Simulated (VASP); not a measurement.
# Co (P6_3/mmc) in VASP: single point with PBEsol

Aim: the single point of Co with PBEsol.

Everything below comes from runs of VASP 6.6.1. Logs are shortened: lines on timing, memory, paths and dates and some standing lists are left out, and cuts for length are marked.

### Step 1. The cell of the first run

The structure is hexagonal, space group P6_3/mmc (No. 194). Conventional cell: a = 2.593 Å, b = 2.593 Å, c = 3.562 Å, α = 90.00°, β = 90.00°, γ = 120.00°. Within 3.1 Å of Co (site symmetry -6m2) lie 12 Co at 2.33 to 2.59 Å.

### Step 2. Single point, PBEsol, collinear spin, ferromagnetic start

Contents of INCAR:

```
PREC     = Accurate       # precision mode
ENCUT    = 520            # plane-wave cutoff, eV
EDIFF    = 1E-6           # SCF threshold, eV
ISMEAR   = 0              # smearing method
SIGMA    = 0.15           # smearing width, eV
LREAL    = F              # projectors in reciprocal space
LASPH    = T              # aspherical terms in the spheres
NELM     = 150            # most SCF steps
ALGO     = Fast           # electronic algorithm
ISIF     = 2              # what is computed and relaxed
LWAVE    = F              # write WAVECAR
LCHARG   = F              # write CHGCAR
ISPIN    = 2              # spin polarisation
MAGMOM   = 1.8 1.8        # initial moments
LORBIT   = 11             # projections on sites
LMAXMIX  = 4              # l up to which the mixer works
GGA      = PS             # functional
NBANDS   = 20             # bands
```

Contents of KPOINTS:

```
Automatic mesh
0
Gamma
  30 30 16
```

Contents of POSCAR:

```
Co
1.0
    2.5931608456      0.0000000000      0.0000000000
   -1.2965804228      2.2457431684      0.0000000000
    0.0000000000      0.0000000000      3.5618743366
Co
2
Direct
    0.6666666667      0.3333333333      0.2500000000
    0.3333333333      0.6666666667      0.7500000000
```

Potentials or basis: VASP PAW PBE potentials, release 64 (Co).

Command:

```
$ cat potpaw_PBE.64/Co/POTCAR > POTCAR
$ mpirun -np 1 vasp_std > vasp.out
```

OUTCAR:

```text
PREC = Accurate
   ENCUT = 520
   EDIFF = 1E-6
   ISMEAR = 0
   LREAL = F
   LASPH = T
   NELM = 150
   ISIF = 2
   ISPIN = 2
   LORBIT = 11
   GGA = PS

 ion  position               nearest neighbor table
   1  0.667  0.333  0.250-   2 2.33   2 2.33   2 2.33   2 2.33   2 2.33   2 2.33
   2  0.333  0.667  0.750-   1 2.33   1 2.33   1 2.33   1 2.33   1 2.33   1 2.33

  LATTYP: Found a hexagonal cell.
 ALAT       =     2.5931608456
 C/A-ratio  =     1.3735647531

  Lattice vectors:

 A1 = (   2.5931608456,   0.0000000000,   0.0000000000)
 A2 = (  -1.2965804228,   2.2457431684,   0.0000000000)
 A3 = (   0.0000000000,   0.0000000000,   3.5618743366)

Analysis of symmetry for initial positions (statically):
=====================================================================
 Subroutine PRICEL returns:
 Original cell was already a primitive cell.

 Routine SETGRP: Setting up the symmetry group for a
 hexagonal supercell.

 Subroutine GETGRP returns: Found 24 space group operations
 (whereof 12 operations were pure point group operations)
 out of a pool of 24 trial point group operations.

The static configuration has the point symmetry D_3d.
 The point group associated with its full space group is D_6h.

Analysis of symmetry for dynamics (positions and initial velocities):
=====================================================================
 Subroutine PRICEL returns:
 Original cell was already a primitive cell.

 Routine SETGRP: Setting up the symmetry group for a
 hexagonal supercell.

 Subroutine GETGRP returns: Found 24 space group operations
 (whereof 12 operations were pure point group operations)
 out of a pool of 24 trial point group operations.

The dynamic configuration has the point symmetry D_3d.
 The point group associated with its full space group is D_6h.

Analysis of structural, dynamic, and magnetic symmetry:
=====================================================================
 Subroutine PRICEL returns:
 Original cell was already a primitive cell.

 Routine SETGRP: Setting up the symmetry group for a
 hexagonal supercell.

 Subroutine GETGRP returns: Found 24 space group operations
 (whereof 12 operations were pure point group operations)
 out of a pool of 24 trial point group operations.

The overall configuration has the point symmetry D_3d.
 The point group associated with its full space group is D_6h.

 Subroutine INISYM returns: Found 24 space group operations
 (whereof 12 operations are pure point group operations),
[... 112 lines left out ...]
   EFERMI_NEDOS =   21; number of points for ismear=-14 and -15
   IALGO  =     68    algorithm
   IMIX   =      4    mixing-type and parameters
     AMIX     =   0.40;   BMIX     =  1.00
     AMIX_MAG =   1.60;   BMIX_MAG =  1.00
  volume/ion in A,a.u.               =      10.37        69.99
  Fermi-wavevector in a.u.,A,eV,Ry     =   1.561503  2.950814 33.174992  2.438293
  Thomas-Fermi vector in A             =   2.664559
   LORBIT       =     11    0 simple, 1 ext, 2 COOP (PROOUT), +10 PAW based schemes
   GGA     = PS    functional components
   LHFCALC =     F    Hartree Fock is set to
   AEXX    =    0.0000 exact exchange contribution
   IVDW    =     0    specifies the selected vdW correction
   LEPSILON=     F    determine dielectric tensor
   LRPA    =     F    only Hartree local field effects (RPA)
 spin polarized calculation
 RMM-DIIS sequential band-by-band and
 Gauss-broadening in eV      SIGMA  =   0.15
  energy-cutoff  :      520.00
  volume of cell :       20.74
 maximum number of plane-waves:       588
 NGX is ok and might be reduce to    20
   NGX =  9   NGY =  9   NGZ = 13

 number of electron      18.0000011 magnetization       2.9895130

 Free energy of the ion-electron system (eV)
  ---------------------------------------------------
  ext. energy  EPLUGINS =         0.00000000
  ---------------------------------------------------
  free energy    TOTEN  =       -15.14806943 eV

  energy without entropy =      -15.12154408  energy(sigma->0) =      -15.13480675

 E-fermi :  10.7440     XC(G=0): -13.8270

 val. band max:       10.7438142575   @ k =   0.3000   0.2667   0.0625
 cond. band min:      10.7442863212   @ k =   0.3667   0.1000   0.3750
 fundamental gap:      0.0004720637
 Fermi energy:        10.7440496946

 spin component 1

 k-point     1 :       0.0000    0.0000    0.0000
  band No.  band energies     occupation
      1       1.5076      1.00000
      2       5.3838      1.00000
      3       8.0182      1.00000
      4       8.0182      1.00000
      5       8.3049      1.00000
      6       8.3049      1.00000
[... 541 lines left out ...]
     19      35.2388      0.00000
     20      37.6068      0.00000

 [... further k-points ...]

 spin component 2

 k-point     1 :       0.0000    0.0000    0.0000
  band No.  band energies     occupation
      1       1.5775      1.00000
      2       6.4316      1.00000
      3       9.5273      1.00000
      4       9.5273      1.00000
      5       9.7540      1.00000
      6       9.7540      1.00000
[... 541 lines left out ...]
     19      35.3290      0.00000
     20      37.9008      0.00000

 [... further k-points ...]
[... 5 lines left out ...]
  --------------------------------------------------------------------------------------
  -------------------------------------------------------------------------------------
  Total       -1.2466190     -1.2466190      4.2856261     -0.0000000      0.0000000      0.0000000
  in kB      -96.2888908    -96.2888908    331.0218943     -0.0000000      0.0000000      0.0000000
  external PRESSURE =      46.1480376 kB  Pullay stress =       0.0000000 kB

 VOLUME and BASIS-vectors are now :
 -----------------------------------------------------------------------------
  energy-cutoff  :      520.00
  volume of cell :       20.74
      direct lattice vectors                 reciprocal lattice vectors
     2.593160846  0.000000000  0.000000000     0.385629762  0.222643447  0.000000000
    -1.296580423  2.245743168  0.000000000     0.000000000  0.445286894  0.000000000
     0.000000000  0.000000000  3.561874337     0.000000000  0.000000000  0.280751061

 POSITION                                       TOTAL-FORCE (eV/Angst)
 -----------------------------------------------------------------------------------
      1.29658      0.74858      0.89047        -0.000000     -0.000000      0.000000
     -0.00000      1.49716      2.67141         0.000000      0.000000      0.000000
 -----------------------------------------------------------------------------------
    total drift:                                0.000000      0.000000     -0.000000

  FREE ENERGIE OF THE ION-ELECTRON SYSTEM (eV)
  ---------------------------------------------------
  free  energy   TOTEN  =       -15.1480694254 eV

  energy  without entropy=      -15.1215440768  energy(sigma->0) =      -15.13480675

 total charge

# of ion       s       p       d       tot
------------------------------------------
    1        0.516   0.565   7.322   8.403
    2        0.516   0.565   7.322   8.403
--------------------------------------------------
tot          1.032   1.130  14.645  16.806

 magnetization (x)

# of ion       s       p       d       tot
------------------------------------------
    1       -0.015  -0.047   1.560   1.499
    2       -0.015  -0.047   1.560   1.499
--------------------------------------------------
tot         -0.029  -0.094   3.120   2.997
```

Wall time 12 min (1 thread of Intel Xeon Platinum 8259CL at 2.50GHz (Skylake/Cascade Lake), shared host); peak memory 0.53 GiB.

Results:

```
Free energy                                           : -15.1481 eV
Pressure                                              : 4.6 GPa
Net moment                                            : 2.99 μB per cell
Site moments                                          : Co +1.50 μB
Valence electrons inside the program's atomic spheres : Co 8.40
```

Stress tensor (GPa, compression positive):
```
-9.63  0.00  0.00
 0.00 -9.63  0.00
 0.00  0.00 33.10
```

Levels at points of the mesh, in eV from the Fermi level:
Spin up:
```csv
k point,band 7,band 8,band 9,band 10,band 11,band 12,band 13,band 14,band 15,band 16
"(0.00, 0.00, 0.00)",-2.16,-2.16,-1.82,-0.54,-0.54,2.03,9.35,20.21,21.83,21.83
"(0.50, 0.00, 0.00)",-1.64,-1.03,-0.65,-0.03,1.00,2.87,11.41,12.10,12.63,14.39
"(0.00, 0.00, 0.50)",-2.39,-2.39,-0.81,-0.81,-0.81,-0.81,19.62,19.62,21.61,21.61
"(0.50, 0.00, 0.50)",-1.12,-1.12,-0.75,-0.75,1.50,1.50,7.42,7.42,17.29,17.29
```
Spin down:
| k point | band 6 | band 7 | band 8 | band 9 | band 10 | band 11 |
| --- | --- | --- | --- | --- | --- | --- |
| (0.00, 0.00, 0.00) | -0.99 | -0.57 | -0.57 | -0.12 | 1.06 | 1.06 |
| (0.50, 0.00, 0.00) | -0.65 | -0.01 | 0.71 | 1.13 | 1.63 | 2.37 |
| (0.00, 0.00, 0.50) | -1.63 | -0.96 | -0.96 | 0.84 | 0.84 | 0.84 |
| (0.50, 0.00, 0.50) | -0.59 | 0.15 | 0.15 | 1.00 | 1.00 | 2.20 |

Caveat: the PAW data sets were made with another functional, which shifts forces and pressure a little.
